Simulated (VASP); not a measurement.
Wanted: the native input for a VASP 6.6.1 run.

* Task: electric field gradients
* Functional: PBE
* Potentials or basis: VASP PAW PBE potentials, release 64 (Zn, S)
* Cutoff: 520 eV
* k mesh: 8 × 8 × 8
* Occupations: fermi-dirac, width 0.01 eV
* Spin: no spin polarisation
* Dipole correction: no
* Further INCAR settings: ALGO = Normal; EDIFF = 1e-08; NBANDS = 16

The structure of ZnS lies in POSCAR:

```
ZnS
1.0
    0.0000000000      2.7857895000      2.7046500000
    2.7857895000      0.0000000000      2.7046500000
    2.7857895000      2.7857895000      0.0000000000
Zn S
1 1
Direct
    0.0000000000      0.0000000000      0.0000000000
    0.7500000000      0.7500000000      0.7500000000
```

This cell differs from its parent crystal: equal xx and yy strain of +3 %.

The input as run:

INCAR

```
  PREC = Accurate
  ENCUT = 520
  EDIFF = 1E-8
  ISMEAR = -1
  SIGMA = 0.01
  LREAL = False
  LASPH = True
  NELM = 80
  ALGO = Normal
  ISIF = 2
  LWAVE = False
  LCHARG = False
  GGA = PE
  LEFG = True
  NBANDS = 16
```

KPOINTS

```
Automatic mesh
0
Gamma
  8 8 8
```

Potentials or basis: VASP PAW PBE potentials, release 64 (Zn, S).

Launch:

```console
$ cat potpaw_PBE.64/Zn/POTCAR potpaw_PBE.64/S/POTCAR > POTCAR
$ mpirun -np 1 vasp_std > vasp.out
```

It gave:

```json
{"Pressure": "-2.4 GPa", "Band gap on the k mesh": "1.78 eV", "Largest electric field gradient by atom": "Zn +4.9; S -5.8 V/Å²"}
```

Caveat: the cell differs from its parent crystal (equal xx and yy strain of +3 %); without QUAD_EFG the Cq values of the log hold for a quadrupole moment of 1 mb, not for the nuclei.

Run time: 55 s on 1 thread of Intel Xeon 8259CL, with other jobs on the host, peak memory 0.19 GiB.
